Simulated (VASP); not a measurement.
# Pt (Fm-3m) in VASP: further runs

Pt is run at these levels: PBEsol; tasks: single point, relaxation of cell and atoms.

Everything below comes from runs of VASP 6.6.1. Logs are shortened: lines on timing, memory, paths and dates and some standing lists are left out, and cuts for length are marked.

### 1 The cell of the first run

It takes space group Fm-3m (No. 225, cubic). The conventional cell has a = 3.918 Å, b = 3.918 Å, c = 3.918 Å, α = 90.00°, β = 90.00°, γ = 90.00°. Pt (site symmetry m-3m) has 12 Pt at 2.77 Å within 3.7 Å.

### 2 Single point, PBEsol

File INCAR:

```
  PREC = Accurate
  ENCUT = 520
  EDIFF = 1E-6
  ISMEAR = 1
  SIGMA = 0.1
  LREAL = F
  LASPH = T
  NELM = 100
  ALGO = Fast
  ISIF = 2
  LWAVE = F
  LCHARG = F
  GGA = PS
  NBANDS = 11
```

File KPOINTS:

```
regular mesh
0
Gamma
  20 20 20
```

File POSCAR:

```
Pt
1.0
    0.0000000000      1.9588411332      1.9588411332
    1.9588411332      0.0000000000      1.9588411332
    1.9588411332      1.9588411332      0.0000000000
Pt
1
Direct
    0.0000000000      0.0000000000      0.0000000000
```

Potentials or basis: VASP PAW PBE potentials, release 64 (Pt).

Launch:

```console
$ cat potpaw_PBE.64/Pt/POTCAR > POTCAR
$ mpirun -np 1 vasp_std > vasp.out
```

OUTCAR:

```text
PREC = Accurate
   ENCUT = 520
   EDIFF = 1E-6
   ISMEAR = 1
   LREAL = F
   LASPH = T
   NELM = 100
   ISIF = 2
   GGA = PS

 ion  position               nearest neighbor table
   1  0.000  0.000  0.000-

  LATTYP: Found a face centered cubic cell.
 ALAT       =     3.9176822664

  Lattice vectors:

 A1 = (   0.0000000000,   1.9588411332,   1.9588411332)
 A2 = (   1.9588411332,   0.0000000000,   1.9588411332)
 A3 = (   1.9588411332,   1.9588411332,   0.0000000000)

Analysis of symmetry for initial positions (statically):
=====================================================================
 Subroutine PRICEL returns:
 Original cell was already a primitive cell.

 Routine SETGRP: Setting up the symmetry group for a
 face centered cubic supercell.

 Subroutine GETGRP returns: Found 48 space group operations
 (whereof 48 operations were pure point group operations)
 out of a pool of 48 trial point group operations.

The static configuration has the point symmetry O_h .

Analysis of symmetry for dynamics (positions and initial velocities):
=====================================================================
 Subroutine PRICEL returns:
 Original cell was already a primitive cell.

 Routine SETGRP: Setting up the symmetry group for a
 face centered cubic supercell.

 Subroutine GETGRP returns: Found 48 space group operations
 (whereof 48 operations were pure point group operations)
 out of a pool of 48 trial point group operations.

The dynamic configuration has the point symmetry O_h .

 Subroutine INISYM returns: Found 48 space group operations
 (whereof 48 operations are pure point group operations),
 and found     1 'primitive' translations

----------------------------------------------------------------------------------------

                                     Primitive cell

  volume of cell :      15.0324

  direct lattice vectors                    reciprocal lattice vectors
     0.000000000  1.958841133  1.958841133    -0.255252961  0.255252961  0.255252961
     1.958841133  0.000000000  1.958841133     0.255252961 -0.255252961  0.255252961
     1.958841133  1.958841133  0.000000000     0.255252961  0.255252961 -0.255252961

  length of vectors
     2.770219697  2.770219697  2.770219697     0.442111098  0.442111098  0.442111098

  position of ions in fractional coordinates (direct lattice)
     0.000000000  0.000000000  0.000000000

  ion indices of the primitive-cell ions
   primitive index   ion index
                 1           1

----------------------------------------------------------------------------------------

 KPOINTS: regular mesh

Automatic generation of k-mesh.
 Grid dimensions read from file:
 generate k-points for:   20   20   20

 Generating k-lattice:

  Cartesian coordinates                     Fractional coordinates (reciprocal lattice)
    -0.012762648  0.012762648  0.012762648     0.050000000  0.000000000  0.000000000
     0.012762648 -0.012762648  0.012762648     0.000000000  0.050000000  0.000000000
     0.012762648  0.012762648 -0.012762648     0.000000000  0.000000000  0.050000000

  Length of vectors
     0.022105555  0.022105555  0.022105555

  Shift w.r.t. Gamma in fractional coordinates (k-lattice)
     0.000000000  0.000000000  0.000000000

 Subroutine IBZKPT returns following result:
 ===========================================

 Found    256 irreducible k-points:

 Following reciprocal coordinates:
            Coordinates               Weight
  0.000000  0.000000  0.000000      1.000000
  0.050000  0.000000  0.000000      8.000000
  0.100000  0.000000  0.000000      8.000000
  0.150000  0.000000  0.000000      8.000000
  0.200000  0.000000  0.000000      8.000000
  0.250000  0.000000  0.000000      8.000000
[... 16 lines left out ...]
 -0.400000  0.050000  0.000000     24.000000
 -0.350000  0.050000  0.000000     24.000000
 [... further k-points ...]
   k-points           NKPTS =    256   k-points in BZ     NKDIM =    256   number of bands    NBANDS=     11
   number of dos      NEDOS =    301   number of ions     NIONS =      1
   total plane-waves  NPLWV =  13824
   dimension x,y,z NGX =    24 NGY =   24 NGZ =   24
   dimension x,y,z NGXF=    48 NGYF=   48 NGZF=   48
   ions per type =               1
   NGX,Y,Z   is equivalent  to a cutoff of  14.40, 14.40, 14.40 a.u.
   NGXF,Y,Z  is equivalent  to a cutoff of  28.81, 28.81, 28.81 a.u.
 SYSTEM =  unknown system
   PREC   = accura    normal or accurate (medium, high low for compatibility)
   ISTART =      0    job   : 0-new  1-cont  2-samecut
   ICHARG =      2    charge: 1-file 2-atom 10-const
   ISPIN  =      1    spin polarized calculation?
   LNONCOLLINEAR =      F non collinear calculations
   LSORBIT =      F    spin-orbit coupling
   LASPH  =      T    aspherical Exc in radial PAW
   ENCUT  =  520.0 eV  38.22 Ry    6.18 a.u.   5.15  5.15  5.15*2*pi/ulx,y,z
   NELM   =    100;   NELMIN=  2; NELMDL= -5     # of ELM steps
   EDIFF  = 0.1E-05   stopping-criterion for ELM
   LREAL  =      F    real-space projection
   EDIFFG = 0.1E-04   stopping-criterion for IOM
   NSW    =      0    number of steps for IOM
   IBRION =     -1    ionic relax: 0-MD 1-quasi-New 2-CG
   NFREE  =      0    steps in history (QN), initial steepest desc. (CG)
   ISIF   =      2    stress and relaxation
   ISYM   =      2    0-nonsym 1-usesym 2-fastsym
   POTIM  = 0.5000    time-step for ionic-motion
   TEBEG  =    0.0;   TEEND  =   0.0 temperature during run
   PSTRESS=    0.0 pullay stress
   NELECT =      10.0000    total number of electrons
   NUPDOWN=      -1.0000    fix difference up-down
   EMIN   =  10.00;   EMAX   =-10.00  energy-range for DOS
   EFERMI =   0.00;   METHOD = LEGACY
   ISMEAR =     1;   SIGMA  =   0.10  broadening in eV -4-tet -1-fermi 0-gaus
   EFERMI_NEDOS =   21; number of points for ismear=-14 and -15
   IALGO  =     68    algorithm
   IMIX   =      4    mixing-type and parameters
     AMIX     =   0.40;   BMIX     =  1.00
     AMIX_MAG =   1.60;   BMIX_MAG =  1.00
  volume/ion in A,a.u.               =      15.03       101.44
  Fermi-wavevector in a.u.,A,eV,Ry     =   1.429110  2.700626 27.787927  2.042355
  Thomas-Fermi vector in A             =   2.549099
   LORBIT       =      0    0 simple, 1 ext, 2 COOP (PROOUT), +10 PAW based schemes
   GGA     = PS    functional components
   LHFCALC =     F    Hartree Fock is set to
   AEXX    =    0.0000 exact exchange contribution
   IVDW    =     0    specifies the selected vdW correction
   LEPSILON=     F    determine dielectric tensor
   LRPA    =     F    only Hartree local field effects (RPA)
 non-spin polarized calculation
 RMM-DIIS sequential band-by-band and
 Methfessel and Paxton  Order N= 1 SIGMA  =   0.10
  energy-cutoff  :      520.00
  volume of cell :       15.03
 maximum number of plane-waves:       419
 NGX is ok and might be reduce to    24
   NGX = 11   NGY = 11   NGZ = 11

 number of electron      10.0000000 magnetization

 Free energy of the ion-electron system (eV)
  ---------------------------------------------------
  ext. energy  EPLUGINS =         0.00000000
  ---------------------------------------------------
  free energy    TOTEN  =        -6.96477906 eV

  energy without entropy =       -6.96514344  energy(sigma->0) =       -6.96490052

 E-fermi :  11.1642     XC(G=0): -13.6468

 val. band max:       11.1592468158   @ k =  -0.4500   0.1000   0.0500
 cond. band min:      11.1703005907   @ k =  -0.4000   0.3500   0.1000
 fundamental gap:      0.0110537749
 Fermi energy:        11.1641963071

 k-point     1 :       0.0000    0.0000    0.0000
  band No.  band energies     occupation
      1       0.8259      2.00000
      2       7.3343      2.00000
      3       7.3343      2.00000
      4       7.3343      2.00000
      5       9.5260      2.00000
      6       9.5260      2.00000
      7      25.7727      0.00000
      8      30.7499      0.00000
      9      30.7499      0.00000
     10      30.7499      0.00000
     11      36.0596      0.00000

 k-point     2 :       0.0500    0.0000    0.0000
  band No.  band energies     occupation
      1       0.9272      2.00000
      2       7.2878      2.00000
      3       7.3752      2.00000
      4       7.3752      2.00000
      5       9.5024      2.00000
      6       9.5024      2.00000
      7      25.9324      0.00000
      8      30.1906      0.00000
      9      30.9063      0.00000
     10      30.9063      0.00000
     11      36.6817      0.00000

 k-point     3 :       0.1000    0.0000    0.0000
  band No.  band energies     occupation
      1       1.2240      2.00000
      2       7.1646      2.00000
      3       7.4857      2.00000
      4       7.4857      2.00000
      5       9.4477      2.00000
      6       9.4477      2.00000
      7      26.3769      0.00000
      8      28.9720      0.00000
      9      31.3638      0.00000
     10      31.3638      0.00000
     11      37.6701      0.00000

 k-point     4 :       0.1500    0.0000    0.0000
  band No.  band energies     occupation
      1       1.6917      2.00000
      2       7.0115      2.00000
      3       7.6244      2.00000
      4       7.6244      2.00000
      5       9.4120      2.00000
      6       9.4120      2.00000
      7      26.9831      0.00000
      8      27.5555      0.00000
      9      32.0859      0.00000
     10      32.0859      0.00000
     11      36.6406      0.00000
[... 239 lines left out ...]
 k-point    22 :      -0.4500    0.0500    0.0000
  band No.  band energies     occupation
      1       3.8370      2.00000
      2       7.2266      2.00000
      3       7.3474      2.00000
      4       9.8199      2.00000
      5      11.0841      1.98079
      6      11.8498     -0.00000
      7      17.2518      0.00000
      8      25.5236      0.00000
      9      29.7805      0.00000
     10      30.3174      0.00000
     11      39.1280      0.00000

 k-point    23 :      -0.4000    0.0500    0.0000
  band No.  band energies     occupation
      1       3.8304      2.00000
      2       7.2997      2.00000
      3       7.4013      2.00000
      4       9.1568      2.00000
      5      10.7859      2.00000
      6      11.4669     -0.00016
      7      18.5183      0.00000
      8      25.7799      0.00000
      9      30.0577      0.00000
     10      31.1021      0.00000
     11      38.0158      0.00000

 k-point    24 :      -0.3500    0.0500    0.0000
  band No.  band energies     occupation
      1       3.7709      2.00000
      2       7.4129      2.00000
      3       7.5023      2.00000
      4       8.2344      2.00000
      5      10.3740      2.00000
      6      11.0305      2.06758
      7      20.2528      0.00000
      8      26.2479      0.00000
      9      30.7030      0.00000
     10      32.2919      0.00000
     11      36.5309      0.00000

 [... further k-points ...]

------------------------ aborting loop because EDIFF is reached ----------------------------------------

  FORCE on cell =-STRESS in cart. coord.  units (eV):
  Direction    XX          YY          ZZ          XY          YZ          ZX
  --------------------------------------------------------------------------------------
  -------------------------------------------------------------------------------------
  Total       -0.0402903     -0.0402903     -0.0402903      0.0000000      0.0000000      0.0000000
  in kB       -4.2942098     -4.2942098     -4.2942098      0.0000000      0.0000000      0.0000000
  external PRESSURE =      -4.2942098 kB  Pullay stress =       0.0000000 kB

 VOLUME and BASIS-vectors are now :
 -----------------------------------------------------------------------------
  energy-cutoff  :      520.00
  volume of cell :       15.03
      direct lattice vectors                 reciprocal lattice vectors
     0.000000000  1.958841133  1.958841133    -0.255252961  0.255252961  0.255252961
     1.958841133  0.000000000  1.958841133     0.255252961 -0.255252961  0.255252961
     1.958841133  1.958841133  0.000000000     0.255252961  0.255252961 -0.255252961

 POSITION                                       TOTAL-FORCE (eV/Angst)
 -----------------------------------------------------------------------------------
      0.00000      0.00000      0.00000         0.000000     -0.000000      0.000000
 -----------------------------------------------------------------------------------
    total drift:                               -0.000000      0.000000      0.000000

  FREE ENERGIE OF THE ION-ELECTRON SYSTEM (eV)
  ---------------------------------------------------
  free  energy   TOTEN  =        -6.9647790558 eV

  energy  without entropy=       -6.9651434350  energy(sigma->0) =       -6.96490052
```

Wall time 53 s (1 thread of Intel Xeon 8259CL, shared host); peak memory 0.18 GiB.

Results:

```
Free energy            : -6.9648 eV
Pressure               : -0.4 GPa
Band gap on the k mesh : zero (bands 5 and 6 overlap by 2.25 eV)
```

Levels at points of the mesh, in eV from the Fermi level:
| k point | band 2 | band 3 | band 4 | band 5 | band 6 | band 7 | band 8 | band 9 |
| --- | --- | --- | --- | --- | --- | --- | --- | --- |
| (0.00, 0.00, 0.00) | -3.83 | -3.83 | -3.83 | -1.64 | -1.64 | 14.61 | 19.59 | 19.59 |
| (0.50, 0.00, 0.00) | -3.89 | -3.89 | -0.57 | 0.04 | 0.04 | 5.82 | 14.16 | 18.96 |
| (0.50, 0.50, 0.00) | -6.69 | 0.02 | 0.49 | 0.49 | 1.70 | 8.86 | 11.34 | 11.34 |

Caveat: the PAW data sets were made with another functional, which shifts forces and pressure a little; spin-orbit coupling is left out, which moves the levels of the heavy elements.

### 3 Relaxation of cell and atoms, PBEsol

This run uses another cell than the first one, of 15.08 Å³/atom.

File INCAR:

```
SYSTEM = Pt
PREC     = Accurate       ! precision mode
ENCUT    = 600            ! plane-wave cutoff, eV
EDIFF    = 1E-6           ! SCF threshold, eV
ISMEAR   = 1              ! smearing method
SIGMA    = 0.1            ! smearing width, eV
LREAL    = .FALSE.        ! projectors in reciprocal space
LASPH    = .TRUE.         ! aspherical terms in the spheres
NELM     = 100            ! most SCF steps
ALGO     = Fast           ! electronic algorithm
ISIF     = 3              ! what is computed and relaxed
LWAVE    = .FALSE.        ! write WAVECAR
LCHARG   = .FALSE.        ! write CHGCAR
GGA      = PS             ! functional
IBRION   = 2              ! ionic algorithm
NSW      = 80             ! ionic steps
EDIFFG   = -0.01          ! ionic threshold
```

File KPOINTS:

```
regular mesh
0
G
  20 20 20
  0 0 0
```

File POSCAR:

```
Pt
1.0
    0.0000000000      1.9609000000      1.9609000000
    1.9609000000      0.0000000000      1.9609000000
    1.9609000000      1.9609000000      0.0000000000
Pt
1
Direct
    0.0000000000      0.0000000000      0.0000000000
```

Potentials or basis: VASP PAW PBE potentials, release 64 (Pt).

Launch:

```console
$ cat potpaw_PBE.64/Pt/POTCAR > POTCAR
$ mpirun -np 1 vasp_std > vasp.out
```

Wall time 1.7 min (1 thread of Intel Xeon 8259CL, shared host); peak memory 0.19 GiB.

It converged, with:

```yaml
Free_energy: -6.9648 eV
Relaxed_volume: 15.02 Å³/atom
Relaxed_cell: a = 2.769 Å, b = 2.769 Å, c = 2.769 Å, α = 60.00°, β = 60.00°, γ = 60.00°
Space_group_after_relaxing_to_0.1_Å: Fm-3m (No. 225)
Energy_gained_by_relaxing: 0.3 meV/atom
Ionic_steps: 3
Pressure_after_relaxing: 0.0 GPa
Band_gap_on_the_k_mesh: zero (bands 5 and 6 overlap by 2.25 eV)
```

Step by step:
| step | energy change (eV) | largest force (eV/Å) | pressure (GPa) | volume (Å³) |
| --- | --- | --- | --- | --- |
| 1 | 0.0000 | 0.0000 | -1.21 | 15.08 |
| 2 | 0.0018 | 0.0000 | 3.57 | 14.83 |
| 3 | -0.0003 | 0.0000 | -0.01 | 15.02 |

Final structure:
```yaml
crystal:
  lattice:
    - [0.00000, 1.95816, 1.95816]
    - [1.95816, 0.00000, 1.95816]
    - [1.95816, 1.95816, 0.00000]
  atoms:
    - { symbol: Pt, position: [0.00000, 0.00000, 0.00000] }
```

Levels at points of the mesh, in eV from the Fermi level:
```
           k point  band 1  band 2  band 3  band 4  band 5  band 6  band 7  band 8  band 9
(0.00, 0.00, 0.00)  -10.35   -3.84   -3.84   -3.84   -1.64   -1.64   14.61   19.59   19.59
(0.50, 0.00, 0.00)   -7.42   -3.90   -3.90   -0.57    0.04    0.04    5.83   14.16   18.97
(0.50, 0.50, 0.00)   -7.16   -6.70    0.02    0.49    0.49    1.69    8.87   11.34   11.34
```

Caveat: the PAW data sets were made with another functional, which shifts forces and pressure a little; spin-orbit coupling is left out, which moves the levels of the heavy elements.
